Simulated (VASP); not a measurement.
A run of VASP 6.6.1 is set up as follows.

INCAR

```
SYSTEM = Tl11Cl12
PREC = Accurate
ENCUT = 520
EDIFF = 1E-7
ISMEAR = -1
SIGMA = 0.01
LREAL = Auto
LASPH = .TRUE.
NELM = 100
ALGO = Normal
ISIF = 2
LWAVE = .FALSE.
LCHARG = .FALSE.
GGA = PE
NBANDS = 130
NELECT = 228.0
```

Contents of KPOINTS:

```
regular mesh
0
G
  3 3 2
  0 0 0
```

Contents of POSCAR:

```
Tl11Cl12
1.0
    6.4070644404     -6.1110168906      0.0000000000
    0.0000000000     12.2220337812      0.0000000000
    0.0000000000      0.0000000000      9.4341377800
Tl Cl
11 12
Direct
    0.3333333333      0.2806937208      0.8750000000
    0.6784450708      0.9505490952      0.3750000000
    0.6572936904      0.9446360649      0.8750000000
   -0.0117784041      0.6054373577      0.3750000000
    0.0093729762      0.6206757079      0.8750000000
    0.3333333333      0.0665737131      0.1362386854
    0.3333333333      0.0665737131      0.6137613146
    0.6619807538      0.7078540993      0.1292002996
    0.6619807538      0.7078540993      0.6207997004
    0.0046859129      0.3792066788      0.1292002996
    0.0046859129      0.3792066788      0.6207997004
    0.3333333333      0.8150260631      0.1325037258
    0.3333333333      0.8150260631      0.6174962742
    0.6726439226      0.4714542631      0.1176283103
    0.6726439226      0.4714542631      0.6323716897
   -0.0059772559      0.1321436739      0.1176283103
   -0.0059772559      0.1321436739      0.6323716897
    0.3333333333      0.5383123309      0.3750000000
    0.3333333333      0.5275939612      0.8750000000
    0.6710764036      0.1939770471      0.3750000000
    0.6620667301      0.1931477324      0.8750000000
   -0.0044097370      0.8562339769      0.3750000000
    0.0045999365      0.8644143356      0.8750000000
```

Potentials or basis: VASP PAW PBE potentials, release 64 (Tl_d, Cl).

Run with:

```sh
$ cat potpaw_PBE.64/Tl_d/POTCAR potpaw_PBE.64/Cl/POTCAR > POTCAR
$ mpirun -np 1 vasp_std > vasp.out
```

Task: What does it give for the largest force?

Result: 0.013 eV/Å.

Forces in eV/Å, atoms in the order of the input:
```
Tl   0.000 -0.011  0.000
Tl  -0.009 -0.009  0.000
Tl  -0.002  0.006  0.000
Tl   0.009 -0.009  0.000
Tl   0.002  0.006  0.000
Tl   0.000  0.003  0.003
Tl   0.000  0.003 -0.003
Tl  -0.005 -0.001 -0.008
Tl  -0.005 -0.001  0.008
Tl   0.005 -0.001 -0.008
Tl   0.005 -0.001  0.008
Cl   0.000 -0.001  0.001
Cl   0.000 -0.001 -0.001
Cl  -0.003  0.002  0.001
Cl  -0.003  0.002 -0.001
Cl   0.003  0.002  0.001
Cl   0.003  0.002 -0.001
Cl   0.000  0.005  0.000
Cl   0.000 -0.003  0.000
Cl  -0.006  0.005  0.000
Cl  -0.001 -0.002  0.000
Cl   0.006  0.005  0.000
Cl   0.001 -0.002  0.000
```

Caveat: the cell carries a net charge on a neutralising background, which shifts energy and pressure.
